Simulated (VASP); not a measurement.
Input of a VASP 6.6.1 run:

INCAR

```
  PREC = Accurate
  ENCUT = 500
  EDIFF = 1E-7
  ISMEAR = 0
  SIGMA = 0.01
  LREAL = F
  LASPH = T
  NELM = 120
  ALGO = Normal
  ISIF = 8
  LWAVE = F
  LCHARG = F
  GGA = PS
  IBRION = 2
  NSW = 60
  EDIFFG = -0.03
  GGA_COMPAT = F
  NELMIN = 4
```

KPOINTS

```
regular mesh
0
Gamma
  7 7 7
```

POSCAR

```
CdS
1.0
    0.0000000000      2.9165000000      2.9165000000
    2.9165000000      0.0000000000      2.9165000000
    2.9165000000      2.9165000000      0.0000000000
Cd S
1 1
Direct
    0.0000000000      0.0000000000      0.0000000000
    0.2500000000      0.2500000000      0.2500000000
```

Potentials or basis: VASP PAW PBE potentials, release 64 (Cd, S).

Run with:

```console
$ cat potpaw_PBE.64/Cd/POTCAR potpaw_PBE.64/S/POTCAR > POTCAR
$ mpirun -np 1 vasp_std > vasp.out
```

Question: Predict the band gap on the k mesh.

Answer: 1.01 eV.

Final structure:
```cif
data_structure
_symmetry_space_group_name_H-M 'P 1'
_symmetry_Int_Tables_number 1
_cell_length_a 4.1246
_cell_length_b 4.1246
_cell_length_c 4.1246
_cell_angle_alpha 60.000
_cell_angle_beta 60.000
_cell_angle_gamma 60.000
_cell_volume 49.62
loop_
_atom_site_label
_atom_site_type_symbol
_atom_site_fract_x
_atom_site_fract_y
_atom_site_fract_z
_atom_site_occupancy
Cd1 Cd 0.00000 0.00000 0.00000 1
S1 S 0.25000 0.25000 0.25000 1
```

Caveat: the relaxation stopped at its first step, so nothing moved. A hybrid or GW would open this gap; PBEsol tends to underestimate it.
